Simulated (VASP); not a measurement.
Set up this calculation in VASP 6.6.1, as the native input.

```yaml
Task: single point
Functional: r2SCAN
Potentials_or_basis: VASP PAW PBE potentials, release 64 (Se)
Cutoff: 520 eV
k_mesh: 6 × 6 × 5
Occupations: fermi-dirac, width 0.05 eV
Spin: no spin polarisation
Dipole_correction: no
Further_INCAR_settings: ALGO = Normal; EDIFF = 1e-06; NBANDS = 16
```

Se:

```xyz
3
Lattice="4.3662 0.0000 0.0000 -2.1831 3.7812 0.0000 0.0000 0.0000 4.9536" Properties=species:S:1:pos:R:3 pbc="T T T"
Se    1.6910    2.9289    0.0000
Se   -0.4921    0.8523    3.3024
Se    0.9841    0.0000    1.6512
```

One way to write it, as run:

POSCAR

```
Se
1.0
    4.3662000000      0.0000000000      0.0000000000
   -2.1831000000      3.7812401180      0.0000000000
    0.0000000000      0.0000000000      4.9536000000
Se
3
Direct
    0.7746000000      0.7746000000      0.0000000000
    0.0000000000      0.2254000000      0.6666666667
    0.2254000000      0.0000000000      0.3333333333
```

INCAR.step1

```
SYSTEM = Se
ALGO = Normal ; EDIFF = 1E-4
ENCUT = 520 ; GGA = PE
ISMEAR = -1 ; LASPH = .True.
LCHARG = .False. ; LREAL = .False.
LWAVE = .True. ; NBANDS = 16
NELM = 100 ; PREC = Accurate
SIGMA = 0.05
```

INCAR.step2

```
SYSTEM = Se
ALGO = Normal ; EDIFF = 1E-6
ENCUT = 520 ; ISIF = 2
ISMEAR = -1 ; ISTART = 1
LASPH = .True. ; LCHARG = .False.
LMIXTAU = .True. ; LREAL = .False.
LWAVE = .False. ; METAGGA = R2SCAN
NBANDS = 16 ; NELM = 100
PREC = Accurate ; SIGMA = 0.05
```

KPOINTS

```
k-points
0
Gamma
  6 6 5
  0 0 0
```

Potentials or basis: VASP PAW PBE potentials, release 64 (Se).

Launch:

```console
$ cat potpaw_PBE.64/Se/POTCAR > POTCAR
$ cp INCAR.step1 INCAR
$ mpirun -np 1 vasp_std > vasp.out
$ cp INCAR.step2 INCAR
$ mpirun -np 1 vasp_std > vasp.out
```

It gave:

* Pressure: 1.3 GPa
* Largest force: 0.055 eV/Å
* Band gap on the k mesh: 1.57 eV (least direct gap 1.76 eV)

Caveat: the PAW data sets were made with another functional, which shifts forces and pressure a little; an odd mesh through Γ misses points on the zone boundary, where band edges can lie.

Wall time 100 s on 1 thread of Intel(R) Xeon(R) Platinum 8259CL CPU @ 2.50GHz (Skylake/Cascade Lake), with other jobs on the host, peak memory 0.21 GiB.
